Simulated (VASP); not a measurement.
A run of VASP 6.6.1 is set up as follows.

INCAR

```
SYSTEM = I
PREC = Accurate
ENCUT = 520
EDIFF = 1E-6
ISMEAR = -1
SIGMA = 0.05
LREAL = .FALSE.
LASPH = .TRUE.
NELM = 80
ALGO = Normal
ISIF = 2
LWAVE = .FALSE.
LCHARG = .FALSE.
GGA = PS
IVDW = 13
NBANDS = 10
```

File KPOINTS:

```
regular mesh
0
G
  9 9 9
  0 0 0
```

POSCAR

```
I
1.0
    0.0000000000      2.2589283345      3.5118446014
    2.1977688224      0.0000000000      3.5118446014
    2.1977688224      2.2589283345      0.0000000000
I
1
Direct
    0.0000000000      0.0000000000      0.0000000000
```

Potentials or basis: VASP PAW PBE potentials, release 64 (I).

The run is started by

```console
$ cat potpaw_PBE.64/I/POTCAR > POTCAR
$ mpirun -np 1 vasp_std > vasp.out
```

**Question.** Estimate the pressure.

**Answer.** 0.0 GPa.

**Question.** Predict the dispersion energy per atom.

**Answer.** -0.236 eV.

Caveat: the PAW data sets were made with another functional, which shifts forces and pressure a little; an odd number of electrons without spin polarisation forces a metal; a magnetic or distorted state may lie lower; pairwise dispersion overbinds metals, which lowers pressure and volume.
